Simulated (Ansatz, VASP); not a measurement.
Given: the input of a run of Ansatz 0.2.0 on Hf.

File input:

```
crystal:
  lattice:
    - [-1.805, 1.805, 1.805]
    - [1.805, -1.805, 1.805]
    - [1.805, 1.805, -1.805]
  atoms:
    - { symbol: Hf, position: [0.0, 0.0, 0.0] }
hamiltonian:
  xc: r2scanh
  pseudopotentials: { kind: paw }
kpoints:
  mp_grid: { grid: [5, 5, 5] }
scf:
  occupations: { method: fermi_dirac, width: 0.05 }
output:
  forces: true
  stress: true
  eigenvalues: true
```

Translate it to VASP 6.6.1. Potentials there: VASP PAW PBE potentials, release 64 (Hf_pv).

As run (the cutoff follows the program's own potentials):

Contents of POSCAR:

```
Hf
1.0
   -1.8050000000      1.8050000000      1.8050000000
    1.8050000000     -1.8050000000      1.8050000000
    1.8050000000      1.8050000000     -1.8050000000
Hf
1
Direct
    0.0000000000      0.0000000000      0.0000000000
```

INCAR.step1

```
PREC = Accurate
ENCUT = 520
EDIFF = 1E-5
ISMEAR = -1
SIGMA = 0.05
LREAL = F
LASPH = T
NELM = 60
ALGO = Normal
ISIF = 2
LWAVE = T
LCHARG = F
GGA = PE
NBANDS = 11
```

The input INCAR.step2:

```
PREC = Accurate
ENCUT = 520
EDIFF = 1E-7
ISMEAR = -1
SIGMA = 0.05
LREAL = F
LASPH = T
NELM = 60
ALGO = Normal
ISIF = 2
LWAVE = F
LCHARG = F
METAGGA = R2SCAN
LHFCALC = T
AEXX = 0.1
LMIXTAU = T
PRECFOCK = Normal
ISTART = 1
NBANDS = 11
```

KPOINTS

```
Automatic mesh
0
Gamma
  5 5 5
```

Potentials or basis: VASP PAW PBE potentials, release 64 (Hf_pv).

Run with:

```bash
$ cat potpaw_PBE.64/Hf_pv/POTCAR > POTCAR
$ cp INCAR.step1 INCAR
$ mpirun -np 1 vasp_std > vasp.out
$ cp INCAR.step2 INCAR
$ mpirun -np 1 vasp_std > vasp.out
```

Both were run:

|  | VASP | Ansatz | Ansatz less VASP |
| --- | --- | --- | --- |
| gap on the k mesh at the Fermi level (eV) | none | none | - |
| pressure (GPa) | -4.8 | -3.6 | +1.22 |

VASP's potentials were made for PBE, not for r2SCANh. A gap of «none» marks a metal or a gap that the smearing closes. The functional is the same, so the differences come from potentials, cutoffs and numerics. VASP's potentials hold 10 valence electrons a cell and Ansatz's 26, so a difference there can come from the potentials and not from the codes.

The k mesh is coarse, so the values compare programs but aren't converged. Spin-orbit coupling is off throughout.
